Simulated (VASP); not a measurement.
Write the native input for VASP 6.6.1 that does the following.

| Item | Value |
| --- | --- |
| Task | single point |
| Functional | PBEsol |
| Potentials or basis | VASP PAW PBE potentials, release 64 (Ru_pv) |
| Cutoff | 520 eV |
| k mesh | 24 × 24 × 14 |
| Occupations | gaussian, width 0.15 eV |
| Spin | no spin polarisation |
| Dipole correction | no |
| Further INCAR settings | ALGO = Fast; EDIFF = 1e-07; NBANDS = 21 |

The structure of Ru lies in POSCAR:

```
Ru
1.0
    2.6895239993      0.0000000000      0.0000000000
   -1.3447619996      2.3291961075      0.0000000000
    0.0000000000      0.0000000000      4.3794785813
Ru
2
Direct
    0.3333333333      0.6666666667      0.2500000000
    0.6666666667      0.3333333333      0.7500000000
```

This cell differs from its parent crystal: strain +0.0300 x Voigt [0, 0, 1, 0, 0, 0].

One way to write it, as run:

INCAR

```
SYSTEM = Ru
PREC = Accurate
ENCUT = 520
EDIFF = 1E-7
ISMEAR = 0
SIGMA = 0.15
LREAL = .False.
LASPH = .True.
NELM = 80
ALGO = Fast
ISIF = 2
LWAVE = .False.
LCHARG = .False.
GGA = PS
NBANDS = 21
```

KPOINTS

```
regular mesh
0
Gamma
  24 24 14
  0 0 0
```

Potentials or basis: VASP PAW PBE potentials, release 64 (Ru_pv).

Command:

```console
$ cat potpaw_PBE.64/Ru_pv/POTCAR > POTCAR
$ mpirun -np 1 vasp_std > vasp.out
```

Results of the run:

```yaml
Pressure: -9.6 GPa
Band_gap_on_the_k_mesh: zero (bands 14 and 15 overlap by 3.23 eV)
```

Caveat: the cell differs from its parent crystal (strain +0.0300 x Voigt [0, 0, 1, 0, 0, 0]); the cell stands under tension; the PAW data sets were made with another functional, which shifts forces and pressure a little.

It took 4.1 min on 1 thread of Intel(R) Xeon(R) Platinum 8259CL CPU @ 2.50GHz (Skylake/Cascade Lake), with other jobs on the host, peak memory 0.32 GiB.
